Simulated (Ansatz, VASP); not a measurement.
## One calculation of BeTe, two programs

```
Be Te
1.0
     0.00000    2.82862    2.82862
     2.82862    0.00000    2.82862
     2.82862    2.82862    0.00000
Be Te
1 1
Direct
  0.00000 0.00000 0.00000
  0.25000 0.25000 0.25000
```

Alike in both runs: task single point; functional PBE; k mesh 6 × 6 × 6; occupations fermi-dirac, width 0.5 eV; no spin polarisation.

|  | VASP | Ansatz |
| --- | --- | --- |
| version | VASP 6.6.1 | Ansatz 0.2.0 |
| potentials or method | VASP PAW PBE potentials, release 64 (Be, Te) | plane waves |
| plane-wave cutoff (eV) | 600 | 420 |
| valence electrons in the cell | 8 | 18 |

VASP gave:

| Quantity | Value |
| --- | --- |
| pressure (GPa) | 0.4 |

**Question.** Estimate Ansatz's values.

**Answer.** Pressure (GPa): 0.3.

VASP's potentials hold 8 valence electrons a cell and Ansatz's 18, so a difference there can come from the potentials and not from the codes.

Neither program's run includes spin-orbit coupling.
